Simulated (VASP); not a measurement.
A run of VASP 6.6.1:

The input INCAR:

```
SYSTEM = Cr
PREC = Accurate
ENCUT = 600
EDIFF = 1E-6
ISMEAR = 1
SIGMA = 0.1
LREAL = .FALSE.
LASPH = .TRUE.
NELM = 150
ALGO = Normal
ISIF = 3
LWAVE = .FALSE.
LCHARG = .FALSE.
ISPIN = 2
MAGMOM = 3
LORBIT = 11
LMAXMIX = 4
GGA = PE
IBRION = 2
NSW = 80
EDIFFG = -0.01
```

File KPOINTS:

```
Automatic mesh
0
G
  11 11 11
  0 0 0
```

The input POSCAR:

```
Cr
1.0
   -1.4419500000      1.4419500000      1.4419500000
    1.4419500000     -1.4419500000      1.4419500000
    1.4419500000      1.4419500000     -1.4419500000
Cr
1
Direct
    0.0000000000      0.0000000000      0.0000000000
```

Potentials or basis: VASP PAW PBE potentials, release 64 (Cr_pv).

Command:

```bash
$ cat potpaw_PBE.64/Cr_pv/POTCAR > POTCAR
$ mpirun -np 1 vasp_std > vasp.out
```

Hardware: 1 thread of Intel Xeon 8259CL, with other jobs on the host.

Task: Estimate the wall time of this run.

Result: It took 59 s on 1 thread of Intel Xeon 8259CL, on a shared host, peak memory 0.15 GiB. Counts: scf iterations 32, k points 56, ion steps 4.
